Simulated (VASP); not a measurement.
# Al (a cell with a defect) in VASP: further runs

The runs below take Al (a cell with a defect) through single point, with LDA.

Program: VASP 6.6.1. These are calculated values, not measurements. Logs are shortened: lines on timing, memory, paths and dates and some standing lists are left out, and cuts for length are marked.

**1. The cell of the first run**

The cell holds a defect, 33 atoms: a = 8.100 Å, b = 8.100 Å, c = 8.100 Å, α = 90.00°, β = 90.00°, γ = 90.00°.

**2. Single point, LDA**

INCAR reads:

```
SYSTEM = Al
PREC = Accurate ; ENCUT = 520
EDIFF = 1E-6 ; ISMEAR = 0
SIGMA = 0.1 ; LREAL = Auto
LASPH = .True. ; NELM = 100
ALGO = Normal ; ISIF = 2
LWAVE = .False. ; LCHARG = .False.
NBANDS = 72
```

KPOINTS reads:

```
Automatic mesh
0
Gamma
  2 2 2
  0 0 0
```

POSCAR reads:

```
Al
1.0
    8.1000000000      0.0000000000      0.0000000000
    0.0000000000      8.1000000000      0.0000000000
    0.0000000000      0.0000000000      8.1000000000
Al
33
Direct
    0.4984475309      0.0102504938     -0.0020101235
    0.7527727160      0.2497518519     -0.0018009877
    0.7527238272      0.0091606173      0.2462992593
    0.0062802469      0.0035253086      0.0003172840
    0.2509195062      0.2497607407     -0.0002218519
    0.4984202469      0.4892324691     -0.0019966667
    0.7639885185      0.7498251852     -0.0190764198
    0.2587411111     -0.0131004938      0.2626323457
    0.4946862963      0.2497953086      0.2386222222
    0.7527627160      0.4903588889      0.2462860494
    0.5101054321      0.0500440741      0.5036687654
    0.7610430864      0.2497895062      0.4990265432
    0.7530501235      0.0033845679      0.7501255556
    0.0063011111      0.4960181481      0.0003312346
    0.2489048148      0.7497835802      0.0060993827
    0.0100974074      0.2497517284      0.2462104938
    0.2587012346      0.5126551852      0.2626138272
    0.5308450617      0.7497202469      0.1932291358
   -0.0101881481      0.0213535802      0.5002419753
    0.2434606173      0.2498166667      0.5016755556
    0.5101274074      0.4496748148      0.5036779012
    0.7730577778      0.7497435802      0.5022245679
    0.2542618519     -0.0067562963      0.7428346914
    0.4989324691      0.2497813580      0.7644854321
    0.7530888889      0.4961380247      0.7501918519
   -0.0206470370      0.7497616049      0.2251844444
   -0.0101798765      0.4781896296      0.5002602469
    0.1446107407      0.7497658025      0.4931118519
    0.0040680247      0.2497528395      0.7544467901
    0.2542366667      0.5062423457      0.7428897531
    0.5048028395      0.7497241975      0.7874301235
    0.0019654321      0.7497609877      0.7700292593
    0.4427187654      0.7498919753      0.4835428395
```

Potentials or basis: VASP PAW LDA potentials, release 64 (Al).

The run is started by

```sh
$ cat potpaw_LDA.64/Al/POTCAR > POTCAR
$ mpirun -np 1 vasp_std > vasp.out
```

OUTCAR:

```text
SYSTEM = Al
   PREC = Accurate
   ENCUT = 520
   EDIFF = 1E-6
   ISMEAR = 0
   LREAL = Auto
   LASPH = .True.
   NELM = 100
   ISIF = 2

 ion  position               nearest neighbor table
   1  0.498  0.010  0.998-  18 2.65  24 2.71  31 2.71   9 2.75   5 2.79   2 2.83  23 2.86  13 2.88
                             3 2.88   8 2.90  15 2.92   7 3.02
   2  0.753  0.250  0.998-  24 2.79   3 2.80  10 2.80   1 2.83   6 2.83  25 2.83  13 2.83  29 2.84
                             9 2.86   4 2.86  14 2.86  16 2.89
   3  0.753  0.009  0.246-  26 2.80  18 2.80   2 2.80  19 2.82  12 2.83  16 2.85   9 2.86   4 2.86
                             1 2.88  11 2.88  22 2.96   7 3.01
   4  0.006  0.004  0.000-  26 2.76  32 2.78   5 2.81  29 2.82  16 2.82  15 2.84   7 2.85   3 2.86
                             2 2.86  13 2.88  23 2.90   8 2.95
   5  0.251  0.250  1.000-   9 2.76  24 2.77   6 2.79   1 2.79  16 2.79   4 2.81  14 2.81  29 2.82
                            30 2.94  23 2.94   8 3.01  17 3.01
   6  0.498  0.489  0.998-  18 2.65  24 2.71  31 2.71   9 2.75   5 2.79   2 2.83  30 2.86  25 2.88
                            10 2.88  17 2.90  15 2.92   7 3.02
   7  0.764  0.750  0.981-  18 2.55  32 2.58  31 2.62  26 2.64  13 2.78  25 2.78   4 2.85  14 2.85
                             3 3.01  10 3.01   1 3.02   6 3.02
   8  0.259  0.987  0.263-  15 2.83  28 2.83  11 2.87   9 2.87  20 2.88   1 2.90  19 2.92  16 2.93
                             4 2.95  18 2.98  26 2.98   5 3.01  33 3.02
   9  0.495  0.250  0.239-  11 2.69  21 2.69   6 2.75   1 2.75   5 2.76   2 2.86  10 2.86   3 2.86
[... 11 lines left out ...]
  15  0.249  0.750  0.006-  31 2.73  18 2.74  32 2.77  26 2.81  17 2.83   8 2.83   4 2.84  14 2.84
                            23 2.90  30 2.90   1 2.92   6 2.92
  16  0.010  0.250  0.246-  19 2.77  27 2.77   5 2.79  20 2.80   4 2.82  14 2.82  10 2.85   3 2.85
                            12 2.87   2 2.89   8 2.93  17 2.93
  17  0.259  0.513  0.263-  15 2.83  28 2.83  21 2.87   9 2.87  20 2.88   6 2.90  27 2.92  16 2.93
                            14 2.95  18 2.98  26 2.98   5 3.01  33 3.02
  18  0.531  0.750  0.193-  33 2.46   7 2.55   6 2.65   1 2.65  15 2.74  10 2.80   3 2.80  17 2.98
                             8 2.98  22 3.18  31 3.29
  19  0.990  0.021  0.500-  28 2.53  12 2.62  20 2.77  29 2.77  16 2.77  13 2.79  22 2.81   3 2.82
                            23 2.92   8 2.92  32 3.10  26 3.13
  20  0.243  0.250  0.502-  11 2.70  21 2.70  27 2.76  19 2.77  16 2.80  29 2.82  30 2.85  23 2.85
                            17 2.88   8 2.88   9 2.95  24 2.97
  21  0.510  0.450  0.504-  33 2.50  12 2.60  24 2.66   9 2.69  20 2.70  25 2.83  17 2.87  30 2.87
                            10 2.88  22 3.23  11 3.24  31 3.35
  22  0.773  0.750  0.502-  33 2.68  26 2.80  27 2.81  19 2.81  32 2.85  13 2.88  25 2.88  10 2.96
                             3 2.96  28 3.01  31 3.17  18 3.18  21 3.23  11 3.23
  23  0.254  0.993  0.743-  32 2.85  31 2.85  20 2.85   1 2.86  11 2.87  24 2.88   4 2.90  29 2.90
                            15 2.90  19 2.92   5 2.94  28 2.96  33 3.26
  24  0.499  0.250  0.764-  11 2.66  21 2.66   6 2.71   1 2.71   5 2.77   2 2.79  25 2.87  13 2.87
                            30 2.88  23 2.88  20 2.97  12 3.02
  25  0.753  0.496  0.750-   7 2.78  27 2.79  21 2.83   2 2.83  29 2.85  12 2.85  24 2.87  22 2.88
                             6 2.88  32 2.88  14 2.88  31 2.89
  26  0.979  0.750  0.225-  28 2.55   7 2.64  14 2.75   4 2.76  10 2.80   3 2.80  22 2.80  15 2.81
                            17 2.98   8 2.98  27 3.13  19 3.13
[... 219 lines left out ...]
   LORBIT       =      0    0 simple, 1 ext, 2 COOP (PROOUT), +10 PAW based schemes
   GGA     = CA    functional components
   LHFCALC =     F    Hartree Fock is set to
   AEXX    =    0.0000 exact exchange contribution
   IVDW    =     0    specifies the selected vdW correction
   LEPSILON=     F    determine dielectric tensor
   LRPA    =     F    only Hartree local field effects (RPA)
 non-spin polarized calculation
 Gauss-broadening in eV      SIGMA  =   0.10
  energy-cutoff  :      520.00
  volume of cell :      531.44
 maximum number of plane-waves:     14400
   NGX = 31   NGY = 31   NGZ = 31

 number of electron      99.0000000 magnetization

 Free energy of the ion-electron system (eV)
  ---------------------------------------------------
  ext. energy  EPLUGINS =         0.00000000
  ---------------------------------------------------
  free energy    TOTEN  =      -136.49710424 eV

  energy without entropy =     -136.44799206  energy(sigma->0) =     -136.47254815

 E-fermi :   7.6674     XC(G=0): -10.4207

 val. band max:        7.6520900355   @ k =   0.0000   0.0000   0.0000
 cond. band min:       7.7127365334   @ k =   0.0000   0.5000   0.0000
 fundamental gap:      0.0606464979
 Fermi energy:         7.6673708492

 k-point     1 :       0.0000    0.0000    0.0000
  band No.  band energies     occupation
      1      -3.2540      2.00000
      2      -1.2643      2.00000
      3      -1.2085      2.00000
      4      -1.0291      2.00000
      5      -0.8874      2.00000
      6      -0.8800      2.00000
[... 501 lines left out ...]
     60      10.9237      0.00000
     61      10.9267      0.00000
 [bands above 61 left out]

------------------------ aborting loop because EDIFF is reached ----------------------------------------

  FORCE on cell =-STRESS in cart. coord.  units (eV):
  Direction    XX          YY          ZZ          XY          YZ          ZX
  --------------------------------------------------------------------------------------
  -------------------------------------------------------------------------------------
  Total        4.1120212      3.5464337      3.9754680      0.0018825      0.0007870     -0.8126104
  in kB       12.3968364     10.6917149     11.9851588      0.0056753      0.0023727     -2.4498411
  external PRESSURE =      11.6912367 kB  Pullay stress =       0.0000000 kB

 VOLUME and BASIS-vectors are now :
 -----------------------------------------------------------------------------
  energy-cutoff  :      520.00
  volume of cell :      531.44
      direct lattice vectors                 reciprocal lattice vectors
     8.100000000  0.000000000  0.000000000     0.123456790  0.000000000  0.000000000
     0.000000000  8.100000000  0.000000000     0.000000000  0.123456790  0.000000000
     0.000000000  0.000000000  8.100000000     0.000000000  0.000000000  0.123456790

 POSITION                                       TOTAL-FORCE (eV/Angst)
 -----------------------------------------------------------------------------------
      4.03743      0.08303      8.08372        -0.011178      0.022493     -0.009660
      6.09746      2.02299      8.08541        -0.008205      0.000630      0.006843
      6.09706      0.07420      1.99502        -0.012947     -0.059637     -0.009092
      0.05087      0.02855      0.00257         0.002524     -0.008934     -0.005124
      2.03245      2.02306      8.09820        -0.007044      0.000130     -0.003330
      4.03720      3.96278      8.08383        -0.009353     -0.022520     -0.010510
[... 25 lines left out ...]
      0.01592      6.07306      6.23724        -0.072867      0.000385     -0.032526
      3.58602      6.07412      3.91670         0.091202     -0.001069      0.092018
 -----------------------------------------------------------------------------------
    total drift:                               -0.002761      0.005118      0.006239

  FREE ENERGIE OF THE ION-ELECTRON SYSTEM (eV)
  ---------------------------------------------------
  free  energy   TOTEN  =      -136.4971042415 eV

  energy  without entropy=     -136.4479920632  energy(sigma->0) =     -136.47254815
```

stdout:

```text
POSCAR found type information on POSCAR Al
 POSCAR found :  1 types and      33 ions
 scaLAPACK will be used
 LDA part: xc-table for (Slater(with rela. corr.)+CA(PZ))
 , standard interpolation
 POSCAR, INCAR and KPOINTS ok, starting setup
 FFT: planning ... GRIDC
 FFT: planning ... GRID_SOFT
 FFT: planning ... GRID
 WAVECAR not read
 entering main loop
```

Wall time 5.2 min (1 thread of Intel Xeon Platinum 8375C at 2.90GHz (Ice Lake), shared host); peak memory 0.46 GiB.

What came out:

```yaml
Free_energy: -136.4971 eV
Pressure: 1.2 GPa
Largest_force: 0.189 eV/Å
Band_gap_on_the_k_mesh: zero (an odd number of electrons rules out a gap without spin polarisation)
```

Forces on the atoms (eV/Å):
```
Al  -0.011  0.022 -0.010
Al  -0.008  0.001  0.007
Al  -0.013 -0.060 -0.009
Al   0.003 -0.009 -0.005
Al  -0.007  0.000 -0.003
Al  -0.009 -0.023 -0.011
Al   0.019 -0.001  0.119
Al   0.010 -0.026  0.000
Al   0.017  0.001 -0.018
Al  -0.013  0.060 -0.010
Al  -0.001  0.033 -0.015
Al   0.023  0.000 -0.018
Al   0.001 -0.026  0.005
Al   0.001  0.008 -0.005
Al  -0.040  0.000 -0.043
Al  -0.021  0.001  0.002
Al   0.011  0.024  0.001
Al  -0.186  0.000 -0.037
Al  -0.006 -0.024 -0.014
Al  -0.015 -0.001 -0.017
Al  -0.001 -0.034 -0.015
Al   0.033  0.000 -0.028
Al   0.010 -0.028 -0.025
Al  -0.002  0.000 -0.007
Al   0.001  0.026  0.005
Al   0.068  0.000  0.034
Al  -0.006  0.024 -0.015
Al   0.076  0.000  0.034
Al   0.002  0.000 -0.016
Al   0.009  0.029 -0.025
Al   0.037  0.000  0.080
Al  -0.073  0.000 -0.033
Al   0.091 -0.001  0.092
```

Levels at points of the mesh, in eV from the Fermi level:
| k point | band 46 | band 47 | band 48 | band 49 | band 50 | band 51 | band 52 | band 53 |
| --- | --- | --- | --- | --- | --- | --- | --- | --- |
| (0.00, 0.00, 0.00) | -0.06 | -0.02 | 0.28 | 0.54 | 0.59 | 0.62 | 0.65 | 0.81 |
| (0.50, 0.00, 0.00) | -0.29 | -0.28 | -0.27 | -0.26 | -0.11 | 0.14 | 0.29 | 0.73 |
| (0.00, 0.50, 0.00) | -0.32 | -0.28 | -0.11 | -0.10 | -0.09 | 0.05 | 0.27 | 0.68 |
| (0.00, 0.00, 0.50) | -0.30 | -0.27 | -0.14 | -0.11 | -0.06 | 0.06 | 0.24 | 0.63 |
| (0.50, 0.50, 0.00) | -0.44 | -0.41 | -0.30 | 0.63 | 0.71 | 0.89 | 0.91 | 1.04 |
| (0.00, 0.50, 0.50) | -0.44 | -0.41 | -0.29 | 0.58 | 0.61 | 0.88 | 0.99 | 1.07 |
| (0.50, 0.00, 0.50) | -0.43 | -0.42 | -0.27 | 0.63 | 0.69 | 0.90 | 0.93 | 1.04 |
| (0.50, 0.50, 0.50) | -0.60 | -0.57 | -0.53 | -0.51 | -0.50 | -0.46 | -0.40 | -0.36 |

Caveat: the k points lie up to 0.39 Å⁻¹ apart, too coarse for converged energies and pressures of a metal.

**3. Single point, LDA**

INCAR reads:

```
SYSTEM = Al
PREC = Accurate
ENCUT = 520
EDIFF = 1E-7
ISMEAR = 0
SIGMA = 0.1
LREAL = Auto
LASPH = .TRUE.
NELM = 80
ALGO = Normal
ISIF = 2
LWAVE = .FALSE.
LCHARG = .FALSE.
GGA = CA
NBANDS = 72
```

KPOINTS reads:

```
regular mesh
0
G
  2 2 2
  0 0 0
```

POSCAR reads:

```
Al
1.0
    8.1000000000      0.0000000000      0.0000000000
    0.0000000000      8.1000000000      0.0000000000
    0.0000000000      0.0000000000      8.1000000000
Al
33
Direct
    0.5015623457      0.0021601235     -0.0001974074
    0.7530804938      0.2498320988     -0.0049749383
    0.7555401235      0.0278667901      0.2488130864
    0.0045174074      0.0060216049      0.0003062963
    0.2514656790      0.2497864198     -0.0004356790
    0.5014753086      0.4973251852     -0.0002182716
    0.7574979012      0.7499446914     -0.0568122222
    0.2524841975     -0.0060354321      0.2619316049
    0.4900601235      0.2498130864      0.2427014815
    0.7556603704      0.4717440741      0.2488022222
    0.5074960494      0.0396522222      0.5084660494
    0.7520188889      0.2497956790      0.5035939506
    0.7511588889      0.0105649383      0.7471232099
    0.0045219753      0.4935817284      0.0003122222
    0.2617869136      0.7498867901      0.0194512346
    0.0159244444      0.2497641975      0.2449913580
    0.2523230864      0.5058319753      0.2619959259
    0.5876570370      0.7496788889      0.2009166667
   -0.0108308642      0.0289260494      0.5034362963
    0.2469702469      0.2498934568      0.5061683951
    0.5076729630      0.4602411111      0.5083840741
    0.7622977778      0.7497120988      0.5113402469
    0.2506124691      0.0028424691      0.7504007407
    0.4981709877      0.2498204938      0.7659393827
    0.7512564198      0.4890811111      0.7472732099
   -0.0432698765      0.7497339506      0.2125269136
   -0.0108807407      0.4707595062      0.5035369136
    0.1219301235      0.7498207407      0.4822351852
    0.0029428395      0.2498117284      0.7583029630
    0.2506760494      0.4967367901      0.7504124691
    0.4897038272      0.7498611111      0.7595134568
    0.0224151852      0.7497658025      0.7768919753
    0.4179012346      0.7500130864      0.4494697531
```

Potentials or basis: VASP PAW LDA potentials, release 64 (Al).

The run is started by

```sh
$ cat potpaw_LDA.64/Al/POTCAR > POTCAR
$ mpirun -np 1 vasp_std > vasp.out
```

It took 5.7 min on 1 thread of Intel Xeon Platinum 8375C at 2.90GHz (Ice Lake), shared host; peak memory 0.46 GiB.

It converged, with:

* Free energy: -136.2157 eV
* Pressure: 1.6 GPa
* Largest force: 0.176 eV/Å
* Band gap on the k mesh: zero (an odd number of electrons rules out a gap without spin polarisation)

Forces on the atoms (eV/Å):
```
Al  -0.014  0.021 -0.015
Al   0.000 -0.002 -0.006
Al   0.003 -0.036 -0.015
Al   0.011 -0.009 -0.007
Al   0.013  0.001 -0.009
Al  -0.012 -0.015 -0.013
Al   0.048 -0.002  0.102
Al   0.009 -0.029  0.001
Al   0.024  0.002 -0.009
Al   0.002  0.032 -0.014
Al   0.017  0.026 -0.011
Al   0.009  0.002 -0.021
Al   0.015 -0.024  0.013
Al   0.013  0.009 -0.008
Al  -0.016 -0.002 -0.012
Al  -0.002  0.002 -0.006
Al   0.013  0.028  0.001
Al  -0.176  0.001  0.004
Al  -0.010  0.010 -0.015
Al   0.018  0.000 -0.008
Al   0.014 -0.025 -0.010
Al   0.013  0.002 -0.023
Al   0.022 -0.018 -0.009
Al   0.017  0.001 -0.002
Al   0.010  0.025  0.011
Al  -0.044  0.003 -0.045
Al  -0.009 -0.012 -0.018
Al  -0.030  0.000 -0.027
Al   0.002 -0.002  0.006
Al   0.023  0.019 -0.009
Al   0.049 -0.003  0.070
Al  -0.034  0.000 -0.017
Al   0.003 -0.005  0.120
```

Stress tensor (GPa, compression positive):
```
 0.97  0.00 -0.67
 0.00  2.52  0.00
-0.67  0.00  1.26
```

Levels at points of the mesh, in eV from the Fermi level:
| k point | band 47 | band 48 | band 49 | band 50 | band 51 | band 52 |
| --- | --- | --- | --- | --- | --- | --- |
| (0.00, 0.00, 0.00) | 0.06 | 0.14 | 0.30 | 0.41 | 0.55 | 0.57 |
| (0.50, 0.00, 0.00) | -0.32 | -0.28 | -0.22 | -0.14 | 0.07 | 0.20 |
| (0.00, 0.50, 0.00) | -0.30 | -0.27 | -0.23 | -0.04 | 0.10 | 0.27 |
| (0.00, 0.00, 0.50) | -0.25 | -0.15 | -0.12 | -0.01 | 0.03 | 0.05 |
| (0.50, 0.50, 0.00) | -0.44 | -0.41 | 0.55 | 0.74 | 0.76 | 0.79 |
| (0.00, 0.50, 0.50) | -0.48 | -0.40 | 0.52 | 0.65 | 0.81 | 0.88 |
| (0.50, 0.00, 0.50) | -0.50 | -0.29 | 0.63 | 0.65 | 0.83 | 0.86 |
| (0.50, 0.50, 0.50) | -0.66 | -0.55 | -0.53 | -0.50 | -0.45 | -0.38 |

Caveat: the k points lie up to 0.39 Å⁻¹ apart, too coarse for converged energies and pressures of a metal.
